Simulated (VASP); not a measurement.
# FeCo (P4/mmm) in VASP: notebook

Runs on FeCo. Level: PBE. Tasks: single point.

Everything below comes from runs of VASP 6.6.1. Logs are shortened: lines on timing, memory, paths and dates and some standing lists are left out, and cuts for length are marked.

### 1 The cell of the first run

The structure is tetragonal, space group P4/mmm (No. 123). The conventional cell has a = 2.845 Å, b = 2.845 Å, c = 2.902 Å, α = 90.00°, β = 90.00°, γ = 90.00°. Within 3.3 Å of Fe (site symmetry 4/mmm) lie 8 Co at 2.48 Å and 6 Fe at 2.84 to 2.90 Å. Within 3.3 Å of Co (site symmetry 4/mmm) lie 8 Fe at 2.48 Å and 6 Co at 2.84 to 2.90 Å.

### 2 Single point, PBE, collinear spin, ferromagnetic start (strain along c alone, the other axes held: +2.0 %)

Input file INCAR:

```
SYSTEM = FeCo
PREC     = Accurate       ! precision mode
ENCUT    = 600            ! plane-wave cutoff, eV
EDIFF    = 1E-6           ! SCF threshold, eV
ISMEAR   = 0              ! smearing method
SIGMA    = 0.1            ! smearing width, eV
LREAL    = .FALSE.        ! projectors in reciprocal space
LASPH    = .TRUE.         ! aspherical terms in the spheres
NELM     = 200            ! most SCF steps
ALGO     = Normal         ! electronic algorithm
ISIF     = 2              ! what is computed and relaxed
LWAVE    = .FALSE.        ! write WAVECAR
LCHARG   = .TRUE.         ! write CHGCAR
ISPIN    = 2              ! spin polarisation
MAGMOM   = 3.09 2.02      ! initial moments
LORBIT   = 11             ! projections on sites
LMAXMIX  = 4              ! l up to which the mixer works
GGA      = PE             ! functional
LELF     = .TRUE.         ! ELF
LVHAR    = .TRUE.       
NBANDS   = 20             ! bands
GGA_COMPAT= .FALSE.
```

Input file KPOINTS:

```
regular mesh
0
G
  14 14 14
  0 0 0
```

Input file POSCAR:

```
FeCo
1.0
    2.8449098726      0.0000000000      0.0000000000
    0.0000000000      2.8449098726      0.0000000000
    0.0000000000      0.0000000000      2.9018080701
Fe Co
1 1
Direct
    0.0000000000      0.0000000000      0.0000000000
    0.5000000000      0.5000000000      0.5000000000
```

Potentials or basis: VASP PAW PBE potentials, release 64 (Fe, Co).

Command:

```console
cat potpaw_PBE.64/Fe/POTCAR potpaw_PBE.64/Co/POTCAR > POTCAR
mpirun -np 1 vasp_std > vasp.out
```

OUTCAR:

```text
SYSTEM = FeCo
   PREC = Accurate
   ENCUT = 600
   EDIFF = 1E-6
   ISMEAR = 0
   LREAL = .FALSE.
   LASPH = .TRUE.
   NELM = 200
   ISIF = 2
   ISPIN = 2
   LORBIT = 11
   GGA = PE

 ion  position               nearest neighbor table
   1  0.000  0.000  0.000-   2 2.48   2 2.48   2 2.48   2 2.48   2 2.48   2 2.48   2 2.48   2 2.48

   2  0.500  0.500  0.500-   1 2.48   1 2.48   1 2.48   1 2.48   1 2.48   1 2.48   1 2.48   1 2.48

  LATTYP: Found a simple tetragonal cell.
 ALAT       =     2.8449098726
 C/A-ratio  =     1.0200000000

  Lattice vectors:

 A1 = (   2.8449098726,   0.0000000000,   0.0000000000)
 A2 = (   0.0000000000,   2.8449098726,   0.0000000000)
 A3 = (   0.0000000000,   0.0000000000,   2.9018080701)

Analysis of symmetry for initial positions (statically):
=====================================================================
 Subroutine PRICEL returns:
 Original cell was already a primitive cell.

 Routine SETGRP: Setting up the symmetry group for a
 simple tetragonal supercell.

 Subroutine GETGRP returns: Found 16 space group operations
 (whereof 16 operations were pure point group operations)
 out of a pool of 16 trial point group operations.

The static configuration has the point symmetry D_4h.

Analysis of symmetry for dynamics (positions and initial velocities):
=====================================================================
 Subroutine PRICEL returns:
 Original cell was already a primitive cell.

 Routine SETGRP: Setting up the symmetry group for a
 simple tetragonal supercell.

 Subroutine GETGRP returns: Found 16 space group operations
 (whereof 16 operations were pure point group operations)
 out of a pool of 16 trial point group operations.

The dynamic configuration has the point symmetry D_4h.

Analysis of structural, dynamic, and magnetic symmetry:
=====================================================================
 Subroutine PRICEL returns:
 Original cell was already a primitive cell.

 Routine SETGRP: Setting up the symmetry group for a
 simple tetragonal supercell.

 Subroutine GETGRP returns: Found 16 space group operations
 (whereof 16 operations were pure point group operations)
 out of a pool of 16 trial point group operations.

The overall configuration has the point symmetry D_4h.

 Subroutine INISYM returns: Found 16 space group operations
 (whereof 16 operations are pure point group operations),
 and found     1 'primitive' translations

----------------------------------------------------------------------------------------

                                     Primitive cell

  volume of cell :      23.4858

  direct lattice vectors                    reciprocal lattice vectors
     2.844909873  0.000000000  0.000000000     0.351504984  0.000000000  0.000000000
     0.000000000  2.844909873  0.000000000     0.000000000  0.351504984  0.000000000
     0.000000000  0.000000000  2.901808070     0.000000000  0.000000000  0.344612730

  length of vectors
     2.844909873  2.844909873  2.901808070     0.351504984  0.351504984  0.344612730

  position of ions in fractional coordinates (direct lattice)
     0.000000000  0.000000000  0.000000000
     0.500000000  0.500000000  0.500000000

  ion indices of the primitive-cell ions
   primitive index   ion index
                 1           1
                 2           2

----------------------------------------------------------------------------------------

 KPOINTS: regular mesh

Automatic generation of k-mesh.
 Grid dimensions read from file:
 generate k-points for:   14   14   14

 Generating k-lattice:

  Cartesian coordinates                     Fractional coordinates (reciprocal lattice)
     0.025107499  0.000000000  0.000000000     0.071428571  0.000000000  0.000000000
     0.000000000  0.025107499  0.000000000     0.000000000  0.071428571  0.000000000
     0.000000000  0.000000000  0.024615195     0.000000000  0.000000000  0.071428571

  Length of vectors
     0.025107499  0.025107499  0.024615195

  Shift w.r.t. Gamma in fractional coordinates (k-lattice)
     0.000000000  0.000000000  0.000000000

 Subroutine IBZKPT returns following result:
 ===========================================

 Found    288 irreducible k-points:

 Following reciprocal coordinates:
            Coordinates               Weight
  0.000000  0.000000  0.000000      1.000000
  0.071429  0.000000  0.000000      4.000000
  0.142857  0.000000  0.000000      4.000000
  0.214286  0.000000  0.000000      4.000000
  0.285714  0.000000  0.000000      4.000000
  0.357143  0.000000  0.000000      4.000000
[... 16 lines left out ...]
  0.285714  0.214286  0.000000      8.000000
  0.357143  0.214286  0.000000      8.000000
 [... further k-points ...]
   k-points           NKPTS =    288   k-points in BZ     NKDIM =    288   number of bands    NBANDS=     20
   number of dos      NEDOS =    301   number of ions     NIONS =      2
   total plane-waves  NPLWV =  13824
   dimension x,y,z NGX =    24 NGY =   24 NGZ =   24
   dimension x,y,z NGXF=    48 NGYF=   48 NGZF=   48
   ions per type =               1   1
   NGX,Y,Z   is equivalent  to a cutoff of  14.02, 14.02, 13.75 a.u.
   NGXF,Y,Z  is equivalent  to a cutoff of  28.05, 28.05, 27.50 a.u.
 SYSTEM =  FeCo
   PREC   = accura    normal or accurate (medium, high low for compatibility)
   ISTART =      0    job   : 0-new  1-cont  2-samecut
   ICHARG =      2    charge: 1-file 2-atom 10-const
   ISPIN  =      2    spin polarized calculation?
   LNONCOLLINEAR =      F non collinear calculations
   LSORBIT =      F    spin-orbit coupling
   LASPH  =      T    aspherical Exc in radial PAW
   ENCUT  =  600.0 eV  44.10 Ry    6.64 a.u.   5.68  5.68  5.80*2*pi/ulx,y,z
   NELM   =    200;   NELMIN=  2; NELMDL= -5     # of ELM steps
   EDIFF  = 0.1E-05   stopping-criterion for ELM
   LREAL  =      F    real-space projection
   EDIFFG = 0.1E-04   stopping-criterion for IOM
   NSW    =      0    number of steps for IOM
   IBRION =     -1    ionic relax: 0-MD 1-quasi-New 2-CG
   NFREE  =      0    steps in history (QN), initial steepest desc. (CG)
   ISIF   =      2    stress and relaxation
   ISYM   =      2    0-nonsym 1-usesym 2-fastsym
   POTIM  = 0.5000    time-step for ionic-motion
   TEBEG  =    0.0;   TEEND  =   0.0 temperature during run
   PSTRESS=    0.0 pullay stress
   NELECT =      17.0000    total number of electrons
   NUPDOWN=      -1.0000    fix difference up-down
   EMIN   =  10.00;   EMAX   =-10.00  energy-range for DOS
   EFERMI =   0.00;   METHOD = LEGACY
   ISMEAR =     0;   SIGMA  =   0.10  broadening in eV -4-tet -1-fermi 0-gaus
   EFERMI_NEDOS =   21; number of points for ismear=-14 and -15
   IALGO  =     38    algorithm
   IMIX   =      4    mixing-type and parameters
     AMIX     =   0.40;   BMIX     =  1.00
     AMIX_MAG =   1.60;   BMIX_MAG =  1.00
  volume/ion in A,a.u.               =      11.74        79.25
  Fermi-wavevector in a.u.,A,eV,Ry     =   1.469905  2.777717 29.397025  2.160620
  Thomas-Fermi vector in A             =   2.585226
   LORBIT       =     11    0 simple, 1 ext, 2 COOP (PROOUT), +10 PAW based schemes
   GGA     = PE    functional components
   LHFCALC =     F    Hartree Fock is set to
   AEXX    =    0.0000 exact exchange contribution
   IVDW    =     0    specifies the selected vdW correction
   LEPSILON=     F    determine dielectric tensor
   LRPA    =     F    only Hartree local field effects (RPA)
 spin polarized calculation
 Gauss-broadening in eV      SIGMA  =   0.10
  energy-cutoff  :      600.00
  volume of cell :       23.49
 maximum number of plane-waves:       804
 NGX is ok and might be reduce to    24
   NGX = 11   NGY = 11   NGZ = 11

 number of electron      16.9999997 magnetization       4.5438249

 Free energy of the ion-electron system (eV)
  ---------------------------------------------------
  ext. energy  EPLUGINS =         0.00000000
  ---------------------------------------------------
  free energy    TOTEN  =       -15.39861210 eV

  energy without entropy =      -15.39179742  energy(sigma->0) =      -15.39520476

 E-fermi :   7.8750     XC(G=0): -12.9346

 val. band max:        7.8733850489   @ k =   0.1429   0.0714   0.5000
 cond. band min:       7.8775059884   @ k =   0.2143   0.0000   0.2857
 fundamental gap:      0.0041209395
 Fermi energy:         7.8750044201

 spin component 1

 k-point     1 :       0.0000    0.0000    0.0000
  band No.  band energies     occupation
      1      -1.0432      1.00000
      2       2.5303      1.00000
      3       2.5774      1.00000
      4       4.7490      1.00000
      5       4.7490      1.00000
      6       4.8424      1.00000
[... 12 lines left out ...]
     19      32.2781      0.00000
     20      32.2781      0.00000

 k-point     2 :       0.0714    0.0000    0.0000
  band No.  band energies     occupation
      1      -0.9396      1.00000
      2       2.5725      1.00000
      3       2.6188      1.00000
      4       4.7472      1.00000
      5       4.7752      1.00000
      6       4.8404      1.00000
[... 12 lines left out ...]
     19      31.7233      0.00000
     20      32.1848      0.00000
[... 465 lines left out ...]
      3       3.6046      1.00000
      4       4.2619      1.00000
      5       4.6972      1.00000
      6       5.0758      1.00000
[... 12 lines left out ...]
     19      29.7141      0.00000
     20      31.5334      0.00000

 k-point    24 :       0.3571    0.2143    0.0000
  band No.  band energies     occupation
      1       1.8254      1.00000
      2       3.1205      1.00000
      3       3.8857      1.00000
      4       4.2308      1.00000
      5       4.6844      1.00000
      6       4.7818      1.00000
[... 12 lines left out ...]
     19      30.6162      0.00000
     20      32.3684      0.00000

 [... further k-points ...]

 spin component 2

 k-point     1 :       0.0000    0.0000    0.0000
  band No.  band energies     occupation
      1      -0.8976      1.00000
      2       4.4450      1.00000
      3       4.4858      1.00000
      4       6.6769      1.00000
      5       6.6769      1.00000
      6       6.7989      1.00000
[... 12 lines left out ...]
     19      32.0356      0.00000
     20      32.0356      0.00000

 k-point     2 :       0.0714    0.0000    0.0000
  band No.  band energies     occupation
      1      -0.7936      1.00000
      2       4.4900      1.00000
      3       4.5233      1.00000
      4       6.6695      1.00000
      5       6.7038      1.00000
      6       6.7914      1.00000
[... 12 lines left out ...]
     19      31.5176      0.00000
     20      31.9843      0.00000
[... 465 lines left out ...]
      3       5.4263      1.00000
      4       6.1080      1.00000
      5       6.4943      1.00000
      6       6.8591      1.00000
[... 12 lines left out ...]
     19      30.0555      0.00000
     20      31.9848      0.00000

 k-point    24 :       0.3571    0.2143    0.0000
  band No.  band energies     occupation
      1       2.1911      1.00000
      2       4.6599      1.00000
      3       5.7181      1.00000
      4       6.0595      1.00000
      5       6.4490      1.00000
      6       6.5923      1.00000
[... 12 lines left out ...]
     19      30.9606      0.00000
     20      32.7971      0.00000

 [... further k-points ...]

------------------------ aborting loop because EDIFF is reached ----------------------------------------

  FORCE on cell =-STRESS in cart. coord.  units (eV):
  Direction    XX          YY          ZZ          XY          YZ          ZX
  --------------------------------------------------------------------------------------
  -------------------------------------------------------------------------------------
  Total       -0.4956891     -0.4956891     -0.7878530      0.0000000      0.0000000      0.0000000
  in kB      -33.8153780    -33.8153780    -53.7464835      0.0000000      0.0000000      0.0000000
  external PRESSURE =     -40.4590798 kB  Pullay stress =       0.0000000 kB

 VOLUME and BASIS-vectors are now :
 -----------------------------------------------------------------------------
  energy-cutoff  :      600.00
  volume of cell :       23.49
      direct lattice vectors                 reciprocal lattice vectors
     2.844909873  0.000000000  0.000000000     0.351504984  0.000000000  0.000000000
     0.000000000  2.844909873  0.000000000     0.000000000  0.351504984  0.000000000
     0.000000000  0.000000000  2.901808070     0.000000000  0.000000000  0.344612730

 POSITION                                       TOTAL-FORCE (eV/Angst)
 -----------------------------------------------------------------------------------
      0.00000      0.00000      0.00000         0.000000      0.000000      0.000000
      1.42245      1.42245      1.45090         0.000000      0.000000      0.000000
 -----------------------------------------------------------------------------------
    total drift:                                0.000000      0.000000     -0.000000

  FREE ENERGIE OF THE ION-ELECTRON SYSTEM (eV)
  ---------------------------------------------------
  free  energy   TOTEN  =       -15.3986121010 eV

  energy  without entropy=      -15.3917974203  energy(sigma->0) =      -15.39520476

 total charge

# of ion       s       p       d       tot
------------------------------------------
    1        0.465   0.511   6.135   7.111
    2        0.475   0.494   7.231   8.200
--------------------------------------------------
tot          0.940   1.005  13.366  15.311

 magnetization (x)

# of ion       s       p       d       tot
------------------------------------------
    1        0.001  -0.043   2.844   2.802
    2       -0.011  -0.053   1.832   1.768
--------------------------------------------------
tot         -0.010  -0.096   4.676   4.570
```

Wall time 5.5 min (1 thread of Oxide Virtual Turin-like, shared host); peak memory 0.33 GiB.

Results:

```
Free energy                                           : -15.3986 eV
Pressure                                              : -4.0 GPa
Net moment                                            : 4.54 μB per cell
Site moments                                          : Fe +2.80; Co +1.77 μB
Valence electrons inside the program's atomic spheres : Fe 7.11; Co 8.20
```

Levels at points of the mesh, in eV from the Fermi level:
Spin up:
| k point | band 8 | band 9 | band 10 | band 11 | band 12 | band 13 | band 14 | band 15 |
| --- | --- | --- | --- | --- | --- | --- | --- | --- |
| (0.00, 0.00, 0.00) | -2.01 | -0.99 | -0.96 | -0.96 | 8.44 | 9.19 | 9.19 | 14.22 |
| (0.50, 0.00, 0.00) | -2.55 | -2.13 | -1.98 | -0.88 | -0.63 | 15.31 | 15.48 | 15.98 |
| (0.50, 0.50, 0.00) | -1.78 | -0.72 | -0.72 | -0.05 | -0.05 | 6.01 | 6.21 | 17.22 |
| (0.00, 0.00, 0.50) | -2.54 | -2.12 | -1.94 | -1.09 | -0.84 | 15.77 | 15.77 | 15.94 |
| (0.50, 0.00, 0.50) | -1.81 | -0.75 | -0.74 | -0.21 | -0.20 | 5.81 | 5.99 | 17.66 |
| (0.50, 0.50, 0.50) | -1.89 | -1.83 | -1.75 | 7.42 | 7.42 | 7.50 | 7.50 | 7.56 |
Spin down:
```
           k point  band 2  band 3  band 4  band 5  band 6  band 7  band 8  band 9  band 10  band 11
(0.00, 0.00, 0.00)   -3.43   -3.39   -1.20   -1.20   -1.08    0.71    0.84    1.45     1.45     1.45
(0.50, 0.00, 0.00)   -4.51   -1.59   -1.20   -1.09   -1.09   -0.41   -0.39   -0.26     0.62     1.22
(0.50, 0.50, 0.00)   -4.05   -2.35   -2.35    0.03    0.03    0.58    0.60    0.86     1.45     1.66
(0.00, 0.00, 0.50)   -4.64   -1.64   -1.16   -1.09   -1.09   -0.36   -0.25   -0.25     0.68     1.04
(0.50, 0.00, 0.50)   -4.07   -2.20   -2.20   -0.13   -0.13    0.42    0.58    0.70     1.41     1.65
(0.50, 0.50, 0.50)   -2.57   -2.57   -2.22   -2.17   -2.17    0.58    0.63    1.44     1.49     8.18
```

Caveat: the cell differs from its parent crystal (strain along c alone, the other axes held: +2.0 %); the cell stands under tension.

### 3 Single point, PBE, collinear spin, ferromagnetic start (strain along c alone, the other axes held: +3.0 %)

Input file INCAR:

```
SYSTEM = FeCo
PREC = Accurate
ENCUT = 600
EDIFF = 1E-6
ISMEAR = 0
SIGMA = 0.1
LREAL = .False.
LASPH = .True.
NELM = 200
ALGO = Normal
ISIF = 2
LWAVE = .False.
LCHARG = .True.
ISPIN = 2
MAGMOM = 3.09 2.02
LORBIT = 11
LMAXMIX = 4
GGA = PE
LELF = .True.
LVHAR = .True.
NBANDS = 20
GGA_COMPAT = .False.
```

Input file KPOINTS:

```
regular mesh
0
Gamma
  14 14 14
  0 0 0
```

POSCAR, as its differences from that of step 2:

```diff
@@ -4,3 +4,3 @@
     0.0000000000      2.8449098726      0.0000000000
-    0.0000000000      0.0000000000      2.9018080701
+    0.0000000000      0.0000000000      2.9302571688
 Fe Co
```

Potentials or basis: VASP PAW PBE potentials, release 64 (Fe, Co).

Command:

```console
cat potpaw_PBE.64/Fe/POTCAR potpaw_PBE.64/Co/POTCAR > POTCAR
mpirun -np 1 vasp_std > vasp.out
```

Wall time 5.5 min (1 thread of Oxide Virtual Turin-like, shared host); peak memory 0.33 GiB.

The run converged. Its results:

* Free energy: -15.3892 eV
* Pressure: -5.6 GPa
* Net moment: 4.55 μB per cell
* Site moments: Fe +2.81; Co +1.77 μB
* Valence electrons inside the program's atomic spheres: Fe 7.09; Co 8.18

Stress tensor (GPa, compression positive):
```
-4.72  0.00  0.00
 0.00 -4.72  0.00
 0.00  0.00 -7.49
```

Levels at points of the mesh, in eV from the Fermi level:
Spin up:
| k point | band 9 | band 10 | band 11 | band 12 | band 13 | band 14 |
| --- | --- | --- | --- | --- | --- | --- |
| (0.00, 0.00, 0.00) | -1.01 | -0.97 | -0.97 | 8.15 | 9.25 | 9.25 |
| (0.50, 0.00, 0.00) | -2.14 | -1.98 | -0.86 | -0.62 | 15.01 | 15.18 |
| (0.50, 0.50, 0.00) | -0.74 | -0.74 | 0.01 | 0.01 | 6.00 | 6.20 |
| (0.00, 0.00, 0.50) | -2.12 | -1.92 | -1.16 | -0.94 | 15.70 | 15.70 |
| (0.50, 0.00, 0.50) | -0.78 | -0.76 | -0.23 | -0.21 | 5.70 | 5.88 |
| (0.50, 0.50, 0.50) | -1.86 | -1.75 | 7.34 | 7.34 | 7.42 | 7.42 |
Spin down:
```
           k point  band 3  band 4  band 5  band 6  band 7  band 8  band 9  band 10
(0.00, 0.00, 0.00)   -3.32   -1.19   -1.19   -1.02    0.67    0.88    1.43     1.44
(0.50, 0.00, 0.00)   -1.55   -1.21   -1.06   -1.05   -0.42   -0.41   -0.22     0.61
(0.50, 0.50, 0.00)   -2.36   -2.36    0.09    0.09    0.62    0.62    0.90     1.45
(0.00, 0.00, 0.50)   -1.61   -1.15   -1.05   -1.05   -0.34   -0.22   -0.22     0.70
(0.50, 0.00, 0.50)   -2.14   -2.14   -0.15   -0.15    0.38    0.60    0.67     1.40
(0.50, 0.50, 0.50)   -2.53   -2.21   -2.13   -2.13    0.56    0.65    1.43     1.49
```

Caveat: the cell differs from its parent crystal (strain along c alone, the other axes held: +3.0 %); the cell stands under tension.
